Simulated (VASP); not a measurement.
Input of a VASP 6.6.1 run:

File INCAR:

```
PREC = Accurate
ENCUT = 520
EDIFF = 1E-7
ISMEAR = 0
SIGMA = 0.15
LREAL = F
LASPH = T
NELM = 100
ALGO = Fast
ISIF = 2
LWAVE = F
LCHARG = F
GGA = PS
NBANDS = 13
```

File KPOINTS:

```
Automatic mesh
0
Gamma
  18 18 18
```

Contents of POSCAR:

```
Pb
1.0
   -1.9477239892      1.9477239892      2.0451101887
    1.9477239892     -1.9477239892      2.0451101887
    1.9477239892      1.9477239892     -2.0451101887
Pb
1
Direct
    0.0000000000      0.0000000000      0.0000000000
```

Potentials or basis: VASP PAW PBE potentials, release 64 (Pb_d).

Launch:

```console
$ cat potpaw_PBE.64/Pb_d/POTCAR > POTCAR
$ mpirun -np 1 vasp_std > vasp.out
```

Task: Estimate the band gap on the k mesh.

Result: Zero (band 7 reaches 14.12 eV, above the bottom of band 8 at 4.87 eV).

Task: What does it give for the pressure?

Result: -1.7 GPa.

Stress tensor (GPa, compression positive):
```
-1.95  0.00  0.00
 0.00 -1.95  0.00
 0.00  0.00 -1.06
```

Caveat: the PAW data sets were made with another functional, which shifts forces and pressure a little; spin-orbit coupling is left out, which moves the levels of the heavy elements.
